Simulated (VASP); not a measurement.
# ZnO: vibrations by perturbation theory with PBEsol

The system is ZnO.

```xyz
4
Lattice="3.2305 0.0000 0.0000 -1.6153 2.7977 0.0000 0.0000 0.0000 5.2139" Properties=species:S:1:pos:R:3 pbc="T T T"
Zn    1.6153    0.9326    2.6103
Zn    0.0000    1.8651    0.0033
O     1.6153    0.9326    4.5866
O     0.0000    1.8651    1.9796
```

```
Program                : VASP 6.6.1
Task                   : vibrations by perturbation theory
Functional             : PBEsol
Potentials or basis    : VASP PAW PBE potentials, release 64 (Zn, O)
Cutoff                 : 520 eV
k mesh                 : 6 × 6 × 4
Occupations            : gaussian, width 0.01 eV
Spin                   : no spin polarisation
Dipole correction      : no
Further INCAR settings : ALGO = Normal; EDIFF = 1e-08; IBRION = 8; NSW = 1
```

```
Electronic dielectric tensor (diagonal)                 : 9.95, 9.95, 8.57
Born charges (mean of the diagonal)                     : Zn +2.26; O -2.26 e
Highest phonon frequency at Γ, LO-TO splitting left out : 536 cm⁻¹
```

Phonon frequencies in cm⁻¹ (negative: imaginary):
| q point | frequencies |
| --- | --- |
| (0.000, 0.000, 0.000) | -1 0 0 88 88 251 376 396 396 430 430 536 |

Electronic dielectric tensor:
```
9.95 0.00 0.00
0.00 9.95 0.00
0.00 0.00 8.57
```

Born effective charge tensors (e):
atom 1, Zn
```
2.26 0.00 0.00
0.00 2.26 0.00
0.00 0.00 2.26
```
atom 2, Zn
```
2.26 0.00 0.00
0.00 2.26 0.00
0.00 0.00 2.26
```
atom 3, O
```
-2.26  0.00  0.00
 0.00 -2.26  0.00
 0.00  0.00 -2.26
```
atom 4, O
```
-2.26  0.00  0.00
 0.00 -2.26  0.00
 0.00  0.00 -2.26
```

Wall time 10 min on 1 thread of AMD EPYC 7R43 64-Core Processor (Zen 3), on a shared host, peak memory 0.3 GiB.

Caveat: the k points lie up to 0.37 Å⁻¹ apart.
